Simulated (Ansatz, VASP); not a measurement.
# Two plane-wave programs on MnSb

```
CELL_PARAMETERS angstrom
4.20461 0.00000 0.00000
-2.10231 3.64130 0.00000
0.00000 0.00000 5.85606
ATOMIC_POSITIONS crystal
Sb 0.66667 0.33333 0.75000
Sb 0.33333 0.66667 0.25000
Mn 0.00000 0.00000 0.50000
Mn 0.00000 0.00000 0.00000
```

Alike in both runs: task single point; functional RPBE; k mesh 7 × 7 × 5; occupations fermi-dirac, width 0.05 eV; collinear spin.

|  | VASP | Ansatz |
| --- | --- | --- |
| version | VASP 6.6.1 | Ansatz 0.2.0 |
| potentials or method | VASP PAW PBE potentials, release 64 (Sb, Mn_pv) | Ansatz PAW |
| plane-wave cutoff (eV) | 520 | 420 |
| valence electrons in the cell | 36 | 60 |

|  | VASP | Ansatz | Ansatz less VASP |
| --- | --- | --- | --- |
| gap on the k mesh at the Fermi level (eV) | none | none | - |
| pressure (GPa) | -2.2 | -2.1 | +0.05 |
| traceless stress, the component that is largest in VASP (GPa) | -0.38 | -0.39 | -0.009 |
| net moment per atom (μB) | 1.76 | 1.76 | +0.001 |
| size of the moment on the site where the two differ most (μB) | 3.57 | 3.62 | +0.048 |

VASP's potentials were made for PBE, not for RPBE. Site moments also hang on the region over which each program counts them. A gap of «none» marks a metal or a gap that the smearing closes. VASP's potentials hold 36 valence electrons a cell and Ansatz's 60, so a difference there can come from the potentials and not from the codes.

Spin-orbit coupling is off throughout.
